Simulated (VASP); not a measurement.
# Co (P6_3/mmc) in VASP: a series of runs

Co is run at these levels: r2SCAN; tasks: single point.

Everything below comes from runs of VASP 6.6.1. Logs are shortened: lines on timing, memory, paths and dates and some standing lists are left out, and cuts for length are marked.

## 1. The cell of the first run

It takes space group P6_3/mmc (No. 194, hexagonal). Conventional cell: a = 2.449 Å, b = 2.449 Å, c = 7.981 Å, α = 90.00°, β = 90.00°, γ = 120.00°. Within 3.2 Å of Co (site symmetry -3m) lie 12 Co at 2.45 Å. Co (site symmetry -6m2) has 12 Co at 2.45 Å within 3.2 Å.

## 2. Single point, r2SCAN (10.37 Å³/atom)

POSCAR reads:

```
Co
1.0
    2.4492622103      0.0000000000      0.0000000000
   -1.2246311052      2.1211232946      0.0000000000
    0.0000000000      0.0000000000      7.9812642507
Co
4
Direct
    0.0000000000      0.0000000000      1.0000000000
    0.0000000000      0.0000000000      0.5000000000
    0.3333333333      0.6666666667      0.2500000000
    0.6666666667      0.3333333333      0.7500000000
```

INCAR.step1 reads:

```
SYSTEM = Co
  PREC = Accurate
  ENCUT = 520
  ISMEAR = -1
  SIGMA = 0.1
  LREAL = .False.
  LASPH = .True.
  NELM = 100
  NBANDS = 26
  GGA = PE
  ALGO = Normal
  EDIFF = 1E-4
  LWAVE = .True.
  LCHARG = .False.
```

INCAR.step2 reads:

```
SYSTEM = Co
  PREC = Accurate
  ENCUT = 520
  EDIFF = 1E-7
  ISMEAR = -1
  SIGMA = 0.1
  LREAL = .False.
  LASPH = .True.
  NELM = 100
  ALGO = Normal
  ISIF = 2
  LWAVE = .False.
  LCHARG = .False.
  METAGGA = R2SCAN
  LMIXTAU = .True.
  NBANDS = 26
  ISTART = 1
```

KPOINTS reads:

```
Automatic mesh
0
Gamma
  17 17 5
  0 0 0
```

Potentials or basis: VASP PAW PBE potentials, release 64 (Co).

On the command line:

```console
> cat potpaw_PBE.64/Co/POTCAR > POTCAR
> cp INCAR.step1 INCAR
> mpirun -np 1 vasp_std > vasp.out
> cp INCAR.step2 INCAR
> mpirun -np 1 vasp_std > vasp.out
```

OUTCAR:

```text
SYSTEM = Co
   PREC = Accurate
   ENCUT = 520
   EDIFF = 1E-7
   ISMEAR = -1
   LREAL = .False.
   LASPH = .True.
   NELM = 100
   ISIF = 2
   METAGGA = R2SCAN
   ISTART = 1

 ion  position               nearest neighbor table
   1  0.000  0.000  0.000-   3 2.45   4 2.45   3 2.45   4 2.45   4 2.45   3 2.45
   2  0.000  0.000  0.500-   3 2.45   4 2.45   3 2.45   4 2.45   4 2.45   3 2.45
   3  0.333  0.667  0.250-   1 2.45   2 2.45   1 2.45   2 2.45   1 2.45   2 2.45
   4  0.667  0.333  0.750-   1 2.45   2 2.45   1 2.45   2 2.45   1 2.45   2 2.45

  LATTYP: Found a hexagonal cell.
 ALAT       =     2.4492622103
 C/A-ratio  =     3.2586401804

  Lattice vectors:

 A1 = (   2.4492622103,   0.0000000000,   0.0000000000)
 A2 = (  -1.2246311052,   2.1211232946,   0.0000000000)
 A3 = (   0.0000000000,   0.0000000000,   7.9812642507)

Analysis of symmetry for initial positions (statically):
=====================================================================
 Subroutine PRICEL returns:
 Original cell was already a primitive cell.

 Routine SETGRP: Setting up the symmetry group for a
 hexagonal supercell.

 Subroutine GETGRP returns: Found 24 space group operations
 (whereof 12 operations were pure point group operations)
 out of a pool of 24 trial point group operations.

The static configuration has the point symmetry D_3d.
 The point group associated with its full space group is D_6h.

Analysis of symmetry for dynamics (positions and initial velocities):
=====================================================================
 Subroutine PRICEL returns:
 Original cell was already a primitive cell.

 Routine SETGRP: Setting up the symmetry group for a
 hexagonal supercell.

 Subroutine GETGRP returns: Found 24 space group operations
 (whereof 12 operations were pure point group operations)
 out of a pool of 24 trial point group operations.

The dynamic configuration has the point symmetry D_3d.
 The point group associated with its full space group is D_6h.

 Subroutine INISYM returns: Found 24 space group operations
 (whereof 12 operations are pure point group operations),
 and found     1 'primitive' translations

----------------------------------------------------------------------------------------

                                     Primitive cell

  volume of cell :      41.4642

[... 84 lines left out ...]
   ISTART =      1    job   : 0-new  1-cont  2-samecut
   ICHARG =      0    charge: 1-file 2-atom 10-const
   ISPIN  =      1    spin polarized calculation?
   LNONCOLLINEAR =      F non collinear calculations
   LSORBIT =      F    spin-orbit coupling
   LASPH  =      T    aspherical Exc in radial PAW
   ENCUT  =  520.0 eV  38.22 Ry    6.18 a.u.   4.55  4.55 14.84*2*pi/ulx,y,z
   NELM   =    100;   NELMIN=  2; NELMDL=  0     # of ELM steps
   EDIFF  = 0.1E-06   stopping-criterion for ELM
   LREAL  =      F    real-space projection
   EDIFFG = 0.1E-05   stopping-criterion for IOM
   NSW    =      0    number of steps for IOM
   IBRION =     -1    ionic relax: 0-MD 1-quasi-New 2-CG
   NFREE  =      0    steps in history (QN), initial steepest desc. (CG)
   ISIF   =      2    stress and relaxation
   ISYM   =      2    0-nonsym 1-usesym 2-fastsym
   POTIM  = 0.5000    time-step for ionic-motion
   TEBEG  =    0.0;   TEEND  =   0.0 temperature during run
   PSTRESS=    0.0 pullay stress
   NELECT =      36.0000    total number of electrons
   NUPDOWN=      -1.0000    fix difference up-down
   EMIN   =  10.00;   EMAX   =-10.00  energy-range for DOS
   EFERMI =   0.00;   METHOD = LEGACY
   ISMEAR =    -1;   SIGMA  =   0.10  broadening in eV -4-tet -1-fermi 0-gaus
   EFERMI_NEDOS =   21; number of points for ismear=-14 and -15
   IALGO  =     38    algorithm
   IMIX   =      4    mixing-type and parameters
     AMIX     =   0.40;   BMIX     =  1.00
     AMIX_MAG =   1.60;   BMIX_MAG =  1.00
  volume/ion in A,a.u.               =      10.37        69.95
  Fermi-wavevector in a.u.,A,eV,Ry     =   1.561773  2.951324 33.186464  2.439136
  Thomas-Fermi vector in A             =   2.664790
   LORBIT       =      0    0 simple, 1 ext, 2 COOP (PROOUT), +10 PAW based schemes
   METAGGA = R2SCAN    functional components
   LHFCALC =     F    Hartree Fock is set to
   AEXX    =    0.0000 exact exchange contribution
   IVDW    =     0    specifies the selected vdW correction
   LEPSILON=     F    determine dielectric tensor
   LRPA    =     F    only Hartree local field effects (RPA)
 non-spin polarized calculation
  energy-cutoff  :      520.00
  volume of cell :       41.46
 maximum number of plane-waves:      1151
   NGX =  9   NGY =  9   NGZ = 29

 number of electron      35.9999944 magnetization

 Free energy of the ion-electron system (eV)
  ---------------------------------------------------
  ext. energy  EPLUGINS =         0.00000000
  ---------------------------------------------------
  free energy    TOTEN  =       -50.98313261 eV

  energy without entropy =      -50.67525722  energy(sigma->0) =      -50.82919492

 E-fermi :  10.6098     XC(G=0): -14.9221

 val. band max:       10.6082199142   @ k =   0.4118   0.0588   0.4000
 cond. band min:      10.6105078300   @ k =   0.0588   0.0000   0.4000
 fundamental gap:      0.0022879158
 Fermi energy:        10.6098170008

 k-point     1 :       0.0000    0.0000    0.0000
  band No.  band energies     occupation
      1       1.1214      2.00000
      2       3.5464      2.00000
      3       3.5506      2.00000
      4       5.6240      2.00000
      5       8.2155      2.00000
      6       8.2179      2.00000
[... 685 lines left out ...]
     25      18.8702      0.00000
     26      24.1288      0.00000

 [... further k-points ...]
[... 5 lines left out ...]
  --------------------------------------------------------------------------------------
  -------------------------------------------------------------------------------------
  Total       -2.5276722     -2.5276722     -2.5416889      0.0000000      0.0000000      0.0000000
  in kB      -97.6693838    -97.6693838    -98.2109911      0.0000000      0.0000000      0.0000000
  external PRESSURE =     -97.8499196 kB  Pullay stress =       0.0000000 kB

 VOLUME and BASIS-vectors are now :
 -----------------------------------------------------------------------------
  energy-cutoff  :      520.00
  volume of cell :       41.46
      direct lattice vectors                 reciprocal lattice vectors
     2.449262210  0.000000000  0.000000000     0.408286216  0.235724157  0.000000000
    -1.224631105  2.121123295  0.000000000     0.000000000  0.471448314  0.000000000
     0.000000000  0.000000000  7.981264251     0.000000000  0.000000000  0.125293433

 POSITION                                       TOTAL-FORCE (eV/Angst)
 -----------------------------------------------------------------------------------
      0.00000      0.00000      0.00000         0.000000      0.000000      0.000000
      0.00000      0.00000      3.99063         0.000000      0.000000      0.000000
     -0.00000      1.41408      1.99532        -0.000000      0.000000     -0.000000
      1.22463      0.70704      5.98595         0.000000     -0.000000      0.000000
 -----------------------------------------------------------------------------------
    total drift:                                0.000000     -0.000000      0.000000

  FREE ENERGIE OF THE ION-ELECTRON SYSTEM (eV)
  ---------------------------------------------------
  free  energy   TOTEN  =       -50.9831326125 eV

  energy  without entropy=      -50.6752572222  energy(sigma->0) =      -50.82919492
```

OUTCAR.step1:

```text
SYSTEM = Co
   PREC = Accurate
   ENCUT = 520
   ISMEAR = -1
   LREAL = .False.
   LASPH = .True.
   NELM = 100
[... 925 lines left out ...]
      0.00000      0.00000      3.99063        -0.000000     -0.000000     -0.000000
     -0.00000      1.41408      1.99532         0.000000     -0.000000      0.000000
      1.22463      0.70704      5.98595         0.000000      0.000000      0.000000
 -----------------------------------------------------------------------------------
    total drift:                                0.000000     -0.000000      0.000000

  FREE ENERGIE OF THE ION-ELECTRON SYSTEM (eV)
  ---------------------------------------------------
  free  energy   TOTEN  =       -27.4774706831 eV

  energy  without entropy=      -27.1509653885  energy(sigma->0) =      -27.31421804
```

Run time: 6.5 min. Hardware: 1 thread of Intel Xeon 8259CL, shared host; peak memory 0.22 GiB.

What came out:

```yaml
Free_energy: -50.9831 eV
Pressure: -9.8 GPa
Band_gap_on_the_k_mesh: zero (bands 18 and 19 overlap by 1.07 eV)
```

Levels at points of the mesh, in eV from the Fermi level:
```
           k point  band 15  band 16  band 17  band 18  band 19  band 20  band 21  band 22
(0.00, 0.00, 0.00)    -1.61    -0.91    -0.91    -0.51    -0.51    -0.21    -0.21    -0.18
```

Caveat: the cell stands under tension; the PAW data sets were made with another functional, which shifts forces and pressure a little; the run has no spin polarisation, though such a crystal can be magnetic. Spin polarisation is off, so any magnetic state and its effect on volume and gap are missing.

[end of part 1 of 2]
